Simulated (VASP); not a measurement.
Write the native input for VASP 6.6.1 that does the following.

```yaml
Task: relaxation of volume and atoms at fixed shape
Functional: LDA
Potentials_or_basis: VASP PAW LDA potentials, release 64 (Sr_sv, O)
Cutoff: 600 eV
k_mesh: 5 × 5 × 5
Occupations: gaussian, width 0.01 eV
Spin: no spin polarisation
Dipole_correction: no
Further_INCAR_settings: ALGO = Normal; EDIFF = 1e-07; IBRION = 2; EDIFFG = -0.03; NSW = 80; ISIF = 8
```

The structure of SrO lies in POSCAR:

```
SrO
1.0
    0.0000000000      2.5663000000      2.5663000000
    2.5663000000      0.0000000000      2.5663000000
    2.5663000000      2.5663000000      0.0000000000
Sr O
1 1
Direct
    0.5000000000      0.5000000000      0.5000000000
    0.0000000000      0.0000000000      0.0000000000
```

These files were run (other wordings do the same):

INCAR

```
PREC = Accurate ; ENCUT = 600
EDIFF = 1E-7 ; ISMEAR = 0
SIGMA = 0.01 ; LREAL = F
LASPH = T ; NELM = 60
ALGO = Normal ; ISIF = 8
LWAVE = F ; LCHARG = F
GGA = CA ; IBRION = 2
NSW = 80 ; EDIFFG = -0.03
```

KPOINTS

```
regular mesh
0
Gamma
  5 5 5
```

Potentials or basis: VASP PAW LDA potentials, release 64 (Sr_sv, O).

Run with:

```bash
$ cat potpaw_LDA.64/Sr_sv/POTCAR potpaw_LDA.64/O/POTCAR > POTCAR
$ mpirun -np 1 vasp_std > vasp.out
```

It gave:

* Relaxed volume: 16.35 Å³/atom
* Relaxed cell: a = 3.589 Å, b = 3.589 Å, c = 3.589 Å, α = 60.00°, β = 60.00°, γ = 60.00°
* Space group after relaxing (to 0.05 Å): Fm-3m (No. 225)
* Energy gained by relaxing: 5.8 meV/atom
* Ionic steps: 3
* Pressure after relaxing: 0.0 GPa
* Band gap on the k mesh: 3.26 eV, indirect (least direct gap 3.34 eV)

Caveat: the k points lie up to 0.43 Å⁻¹ apart in the final cell.

It took 24 s on 1 thread of AMD EPYC 7R13 (shared host), peak memory 0.13 GiB.
